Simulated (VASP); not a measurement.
# InAgTe2 (I-42d) in VASP: single point with r2SCAN

Aim: the single point of InAgTe2 with r2SCAN.

Program: VASP 6.6.1. These are calculated values, not measurements. Logs are shortened: lines on timing, memory, paths and dates and some standing lists are left out, and cuts for length are marked.

**1. The cell of the first run**

The structure is tetragonal, space group I-42d (No. 122). The conventional cell has a = 6.516 Å, b = 6.516 Å, c = 12.847 Å, α = 90.00°, β = 90.00°, γ = 90.00°. Within 3.7 Å of In (site symmetry -4) lie 4 Te at 2.82 Å. Within 3.7 Å of Ag (site symmetry -4) lie 4 Te at 2.80 Å. Within 3.7 Å of Te (site symmetry 2) lie 2 Ag at 2.80 Å and 2 In at 2.82 Å.

**2. Single point, r2SCAN**

Input file POSCAR:

```
InAgTe2
1.0
   -3.2578903588      3.2578903588      6.4234145093
    3.2578903588     -3.2578903588      6.4234145093
    3.2578903588      3.2578903588     -6.4234145093
In Ag Te
2 2 4
Direct
    0.5000000000      0.5000000000      0.0000000000
    0.2500000000      0.7500000000      0.5000000000
    0.0000000000      0.0000000000      0.0000000000
    0.7500000000      0.2500000000      0.5000000000
    0.3750000000      0.3719630006      0.4969630006
    0.6280369994      0.1250000000      1.0030369994
    0.8750000000      0.8780369994      0.5030369994
    0.1219630006      0.6250000000     -0.0030369994
```

Input file INCAR.step1:

```
PREC = Accurate ; ENCUT = 550
ISMEAR = -1 ; SIGMA = 0.02
LREAL = False ; LASPH = True
NELM = 120 ; NBANDS = 46
GGA = PE ; ALGO = Normal
EDIFF = 1E-5 ; LWAVE = True
LCHARG = False ; GGA_COMPAT = False
```

Input file INCAR.step2:

```
PREC = Accurate ; ENCUT = 550
EDIFF = 1E-6 ; ISMEAR = -1
SIGMA = 0.02 ; LREAL = False
LASPH = True ; NELM = 120
ALGO = Normal ; ISIF = 2
LWAVE = False ; LCHARG = False
METAGGA = R2SCAN ; LMIXTAU = True
NBANDS = 46 ; ISTART = 1
GGA_COMPAT = False
```

Input file KPOINTS:

```
regular mesh
0
Gamma
  6 6 6
```

Potentials or basis: VASP PAW PBE potentials, release 64 (In_d, Ag, Te).

Run with:

```
$ cat potpaw_PBE.64/In_d/POTCAR potpaw_PBE.64/Ag/POTCAR potpaw_PBE.64/Te/POTCAR > POTCAR
$ cp INCAR.step1 INCAR
$ mpirun -np 1 vasp_std > vasp.out
$ cp INCAR.step2 INCAR
$ mpirun -np 1 vasp_std > vasp.out
```

OUTCAR:

```text
PREC = Accurate
   ENCUT = 550
   EDIFF = 1E-6
   ISMEAR = -1
   LREAL = False
   LASPH = True
   NELM = 120
   ISIF = 2
   METAGGA = R2SCAN
   ISTART = 1

 ion  position               nearest neighbor table
   1  0.500  0.500  0.000-   6 2.82   8 2.82   5 2.82   7 2.82
   2  0.250  0.750  0.500-   5 2.82   7 2.82   8 2.82   6 2.82
   3  0.000  0.000  0.000-   5 2.80   8 2.80   7 2.80   6 2.80
   4  0.750  0.250  0.500-   8 2.80   5 2.80   7 2.80   6 2.80
   5  0.375  0.372  0.497-   3 2.80   4 2.80   1 2.82   2 2.82
   6  0.628  0.125  0.003-   3 2.80   4 2.80   1 2.82   2 2.82
   7  0.875  0.878  0.503-   3 2.80   4 2.80   2 2.82   1 2.82
   8  0.122  0.625  0.997-   4 2.80   3 2.80   2 2.82   1 2.82

  LATTYP: Found a body centered tetragonal cell.
 ALAT       =     6.5157807176
 C/A-ratio  =     1.9716484602

  Lattice vectors:

 A1 = (  -3.2578903588,   3.2578903588,   6.4234145093)
 A2 = (   3.2578903588,  -3.2578903588,   6.4234145093)
 A3 = (   3.2578903588,   3.2578903588,  -6.4234145093)

Analysis of symmetry for initial positions (statically):
=====================================================================
 Subroutine PRICEL returns:
 Original cell was already a primitive cell.

 Routine SETGRP: Setting up the symmetry group for a
 body centered tetragonal supercell.

 Subroutine GETGRP returns: Found  8 space group operations
 (whereof  4 operations were pure point group operations)
 out of a pool of 16 trial point group operations.

The static configuration has the point symmetry S_4 .
 The point group associated with its full space group is D_2d.

Analysis of symmetry for dynamics (positions and initial velocities):
=====================================================================
 Subroutine PRICEL returns:
 Original cell was already a primitive cell.

 Routine SETGRP: Setting up the symmetry group for a
 body centered tetragonal supercell.

 Subroutine GETGRP returns: Found  8 space group operations
 (whereof  4 operations were pure point group operations)
 out of a pool of 16 trial point group operations.

The dynamic configuration has the point symmetry S_4 .
 The point group associated with its full space group is D_2d.

 Subroutine INISYM returns: Found  8 space group operations
 (whereof  4 operations are pure point group operations),
 and found     1 'primitive' translations

----------------------------------------------------------------------------------------

                                     Primitive cell

  volume of cell :     272.7086

  direct lattice vectors                    reciprocal lattice vectors
    -3.257890359  3.257890359  6.423414509     0.000000000  0.153473550  0.077840220
     3.257890359 -3.257890359  6.423414509     0.153473550  0.000000000  0.077840220
     3.257890359  3.257890359 -6.423414509     0.153473550  0.153473550  0.000000000

  length of vectors
     7.904932203  7.904932203  7.904932203     0.172084952  0.172084952  0.217044376

  position of ions in fractional coordinates (direct lattice)
     0.500000000  0.500000000  0.000000000
     0.250000000  0.750000000  0.500000000
     0.000000000  0.000000000  0.000000000
     0.750000000  0.250000000  0.500000000
     0.375000000  0.371963001  0.496963001
     0.628036999  0.125000000  0.003036999
     0.875000000  0.878036999  0.503036999
     0.121963001  0.625000000  0.996963001

  ion indices of the primitive-cell ions
   primitive index   ion index
                 1           1
                 2           2
                 3           3
                 4           4
                 5           5
                 6           6
                 7           7
                 8           8

----------------------------------------------------------------------------------------

 KPOINTS: regular mesh

Automatic generation of k-mesh.
 Grid dimensions read from file:
 generate k-points for:    6    6    6

 Generating k-lattice:

  Cartesian coordinates                     Fractional coordinates (reciprocal lattice)
     0.000000000  0.025578925  0.012973370     0.166666667  0.000000000  0.000000000
     0.025578925  0.000000000  0.012973370     0.000000000  0.166666667  0.000000000
     0.025578925  0.025578925  0.000000000     0.000000000  0.000000000  0.166666667

  Length of vectors
     0.028680825  0.028680825  0.036174063

  Shift w.r.t. Gamma in fractional coordinates (k-lattice)
     0.000000000  0.000000000  0.000000000

 Subroutine IBZKPT returns following result:
 ===========================================

 Found     30 irreducible k-points:

 Following reciprocal coordinates:
            Coordinates               Weight
  0.000000  0.000000  0.000000      1.000000
  0.166667  0.000000  0.000000      8.000000
  0.333333 -0.000000  0.000000      8.000000
  0.500000 -0.000000  0.000000      4.000000
  0.166667  0.166667  0.000000      8.000000
  0.333333  0.166667  0.000000     16.000000
[... 16 lines left out ...]
 -0.333333 -0.333333  0.166667      8.000000
 -0.166667 -0.333333  0.166667      8.000000
 [... further k-points ...]
   k-points           NKPTS =     30   k-points in BZ     NKDIM =     30   number of bands    NBANDS=     46
   number of dos      NEDOS =    301   number of ions     NIONS =      8
   total plane-waves  NPLWV = 216000
   dimension x,y,z NGX =    60 NGY =   60 NGZ =   60
   dimension x,y,z NGXF=   120 NGYF=  120 NGZF=  120
   ions per type =               2   2   4
   NGX,Y,Z   is equivalent  to a cutoff of  12.62, 12.62, 12.62 a.u.
   NGXF,Y,Z  is equivalent  to a cutoff of  25.24, 25.24, 25.24 a.u.
 SYSTEM =  unknown system
   PREC   = accura    normal or accurate (medium, high low for compatibility)
   ISTART =      1    job   : 0-new  1-cont  2-samecut
   ICHARG =      0    charge: 1-file 2-atom 10-const
   ISPIN  =      1    spin polarized calculation?
   LNONCOLLINEAR =      F non collinear calculations
   LSORBIT =      F    spin-orbit coupling
   LASPH  =      T    aspherical Exc in radial PAW
   ENCUT  =  550.0 eV  40.42 Ry    6.36 a.u.  15.12 15.12 15.12*2*pi/ulx,y,z
   NELM   =    120;   NELMIN=  2; NELMDL=  0     # of ELM steps
   EDIFF  = 0.1E-05   stopping-criterion for ELM
   LREAL  =      F    real-space projection
   EDIFFG = 0.1E-04   stopping-criterion for IOM
   NSW    =      0    number of steps for IOM
[... 5 lines left out ...]
   TEBEG  =    0.0;   TEEND  =   0.0 temperature during run
   PSTRESS=    0.0 pullay stress
   NELECT =      72.0000    total number of electrons
   NUPDOWN=      -1.0000    fix difference up-down
   EMIN   =  10.00;   EMAX   =-10.00  energy-range for DOS
   EFERMI =   0.00;   METHOD = LEGACY
   ISMEAR =    -1;   SIGMA  =   0.02  broadening in eV -4-tet -1-fermi 0-gaus
   EFERMI_NEDOS =   21; number of points for ismear=-14 and -15
   IALGO  =     38    algorithm
   IMIX   =      4    mixing-type and parameters
     AMIX     =   0.40;   BMIX     =  1.00
     AMIX_MAG =   1.60;   BMIX_MAG =  1.00
  volume/ion in A,a.u.               =      34.09       230.04
  Fermi-wavevector in a.u.,A,eV,Ry     =   1.050234  1.984654 15.007107  1.102991
  Thomas-Fermi vector in A             =   2.185229
   LORBIT       =      0    0 simple, 1 ext, 2 COOP (PROOUT), +10 PAW based schemes
   METAGGA = R2SCAN    functional components
   LHFCALC =     F    Hartree Fock is set to
   AEXX    =    0.0000 exact exchange contribution
   IVDW    =     0    specifies the selected vdW correction
   LEPSILON=     F    determine dielectric tensor
   LRPA    =     F    only Hartree local field effects (RPA)
 non-spin polarized calculation
  energy-cutoff  :      550.00
  volume of cell :      272.71
 maximum number of plane-waves:      8040
   NGX = 31   NGY = 31   NGZ = 31

 number of electron      72.0000018 magnetization

 Free energy of the ion-electron system (eV)
  ---------------------------------------------------
  ext. energy  EPLUGINS =         0.00000000
  ---------------------------------------------------
  free energy    TOTEN  =      -192.53943254 eV

  energy without entropy =     -192.53943253  energy(sigma->0) =     -192.53943254

 E-fermi :   4.3332     XC(G=0):  -9.1293

 val. band max:        4.0645480428   @ k =   0.0000   0.0000   0.0000
 cond. band min:       4.6010876214   @ k =   0.0000   0.0000   0.0000
 fundamental gap:      0.5365395786
 Fermi energy:         4.3332043188

 k-point     1 :       0.0000    0.0000    0.0000
  band No.  band energies     occupation
      1     -11.2360      2.00000
      2     -11.2322      2.00000
      3     -11.2322      2.00000
      4     -11.1653      2.00000
      5     -11.1494      2.00000
      6     -11.1494      2.00000
[... 38 lines left out ...]
     45       8.7607      0.00000
     46       8.7607      0.00000

 k-point     2 :       0.1667    0.0000    0.0000
  band No.  band energies     occupation
      1     -11.2361      2.00000
      2     -11.2326      2.00000
      3     -11.2296      2.00000
      4     -11.1664      2.00000
      5     -11.1530      2.00000
      6     -11.1486      2.00000
[... 38 lines left out ...]
     45       8.7372      0.00000
     46       9.0710      0.00000

 k-point     3 :       0.3333   -0.0000    0.0000
  band No.  band energies     occupation
      1     -11.2365      2.00000
      2     -11.2340      2.00000
      3     -11.2222      2.00000
      4     -11.1703      2.00000
      5     -11.1593      2.00000
      6     -11.1472      2.00000
[... 1018 lines left out ...]
     45       9.2645      0.00000
     46       9.3559      0.00000

 k-point    24 :      -0.1667   -0.3333    0.1667
  band No.  band energies     occupation
      1     -11.2351      2.00000
      2     -11.2348      2.00000
      3     -11.2244      2.00000
      4     -11.1763      2.00000
      5     -11.1497      2.00000
      6     -11.1465      2.00000
[... 38 lines left out ...]
     45       8.8744      0.00000
     46       9.1553      0.00000

 [... further k-points ...]

------------------------ aborting loop because EDIFF is reached ----------------------------------------

  FORCE on cell =-STRESS in cart. coord.  units (eV):
  Direction    XX          YY          ZZ          XY          YZ          ZX
  --------------------------------------------------------------------------------------
  -------------------------------------------------------------------------------------
  Total       -0.0741278     -0.0741278     -0.1133594      0.0000000      0.0000000      0.0000000
  in kB       -0.4355049     -0.4355049     -0.6659922      0.0000000      0.0000000      0.0000000
  external PRESSURE =      -0.5123340 kB  Pullay stress =       0.0000000 kB

 VOLUME and BASIS-vectors are now :
 -----------------------------------------------------------------------------
  energy-cutoff  :      550.00
  volume of cell :      272.71
      direct lattice vectors                 reciprocal lattice vectors
    -3.257890359  3.257890359  6.423414509     0.000000000  0.153473550  0.077840220
     3.257890359 -3.257890359  6.423414509     0.153473550  0.000000000  0.077840220
     3.257890359  3.257890359 -6.423414509     0.153473550  0.153473550  0.000000000

 POSITION                                       TOTAL-FORCE (eV/Angst)
 -----------------------------------------------------------------------------------
      0.00000      0.00000      6.42341        -0.000000      0.000000      0.000000
      3.25789      0.00000      3.21171         0.000000     -0.000000     -0.000000
      0.00000      0.00000      0.00000         0.000000     -0.000000     -0.000000
      0.00000      3.25789      3.21171        -0.000000     -0.000000     -0.000000
      1.60916      1.62895      1.60585        -0.021514     -0.000000     -0.000000
     -1.62895      1.64873      4.81756         0.000000      0.021514     -0.000000
      1.64873      1.62895      8.02927         0.021514      0.000000     -0.000000
      4.88684      1.60916     -1.60585        -0.000000     -0.021514     -0.000000
 -----------------------------------------------------------------------------------
    total drift:                               -0.000000     -0.000000     -0.000000

  FREE ENERGIE OF THE ION-ELECTRON SYSTEM (eV)
  ---------------------------------------------------
  free  energy   TOTEN  =      -192.5394325426 eV

  energy  without entropy=     -192.5394325344  energy(sigma->0) =     -192.53943254
```

It took 21 min on 1 thread of Intel Xeon Platinum 8488C (Sapphire Rapids), shared host; peak memory 0.78 GiB.

Results:

| Property | Result |
| --- | --- |
| Free energy | -192.5394 eV |
| Pressure | -0.1 GPa |
| Largest force | 0.022 eV/Å |
| Band gap on the k mesh | 0.54 eV |

Forces in eV/Å, atoms in the order of the input:
```
In   0.000  0.000  0.000
In   0.000  0.000  0.000
Ag   0.000  0.000  0.000
Ag   0.000  0.000  0.000
Te  -0.022  0.000  0.000
Te   0.000  0.022  0.000
Te   0.022  0.000  0.000
Te   0.000 -0.022  0.000
```

Caveat: semilocal functionals underestimate gaps, and a narrow one can read as zero; the PAW data sets were made with another functional, which shifts forces and pressure a little; spin-orbit coupling is left out, which moves the levels of the heavy elements. r2SCAN opens gaps a little over a GGA but as a rule still falls short of measured ones.
